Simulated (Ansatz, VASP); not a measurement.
# One calculation of BaTiO3, two programs

The input INCAR:

```
SYSTEM = BaTiO3
PREC     = Accurate       ! precision mode
ENCUT    = 520            ! plane-wave cutoff, eV
EDIFF    = 1E-6           ! SCF threshold, eV
ISMEAR   = 0              ! smearing method
SIGMA    = 0.01           ! smearing width, eV
LREAL    = .False.        ! projectors in reciprocal space
LASPH    = .True.         ! aspherical terms in the spheres
NELM     = 150            ! most SCF steps
ALGO     = Normal         ! electronic algorithm
ISIF     = 2              ! what is computed and relaxed
LWAVE    = .False.        ! write WAVECAR
LCHARG   = .False.        ! write CHGCAR
LMAXMIX  = 4              ! l up to which the mixer works
LDAU     = .True.         ! DFT+U
LDAUTYPE = 2            
LDAUL    = -1 2 -1        ! shell
LDAUU    = 0 4 0          ! U, eV
LDAUJ    = 0 0 0        
LDAUPRINT= 1            
GGA      = PS             ! functional
NBANDS   = 28             ! bands
```

KPOINTS

```
Automatic mesh
0
Gamma
  6 6 6
  0 0 0
```

POSCAR

```
BaTiO3
1.0
    3.9998000000      0.0000000000      0.0000000000
    0.0000000000      3.9998000000      0.0000000000
    0.0000000000      0.0000000000      4.0180000000
Ba Ti O
1 1 3
Direct
    0.0000000000      0.0000000000      0.0000000000
    0.5000000000      0.5000000000      0.4900000000
    0.5000000000      0.5000000000      0.0190000000
    0.5000000000      0.0000000000      0.5170000000
    0.0000000000      0.5000000000      0.5170000000
```

Input for Ansatz:

```yaml
crystal:
  lattice:
    - [3.9998, 0.0, 0.0]
    - [0.0, 3.9998, 0.0]
    - [0.0, 0.0, 4.018]
  atoms:
    - { symbol: Ba, position: [0.0, 0.0, 0.0] }
    - { symbol: Ti, position: [0.5, 0.5, 0.49000000000000005] }
    - { symbol: O, position: [0.5, 0.5, 0.019] }
    - { symbol: O, position: [0.5, 0.0, 0.517] }
    - { symbol: O, position: [0.0, 0.5, 0.517] }
kpoints:
  mp_grid:
    grid: [6, 6, 6]
hamiltonian:
  xc: pbesol
  hubbard:
    - { species: Ti, l: d, u_eff: 4.0 }
scf:
  occupations:
    method: fixed
output:
  eigenvalues: true
```

Alike in both runs: task single point; functional PBEsol; k mesh 6 × 6 × 6; no spin polarisation; Hubbard terms Ti d U = 4.0 eV.

|  | VASP | Ansatz |
| --- | --- | --- |
| version | VASP 6.6.1 | Ansatz 0.2.0 |
| potentials or method | VASP PAW PBE potentials, release 64 (Ba_sv, Ti_sv, O) | plane waves, PAW |
| plane-wave cutoff (eV) | 520 | 420 |
| occupations | gaussian, width 0.01 eV | fixed |
| valence electrons in the cell | 40 | 40 |

```csv
,VASP,Ansatz,Ansatz less VASP
gap on the k mesh at the Fermi level (eV),2.20,2.25,+0.053
```

VASP's potentials were made for PBE, not for PBEsol. The programs project onto different local orbitals, so the same U acts differently, and such runs can settle in different states.

Neither program's run includes spin-orbit coupling.
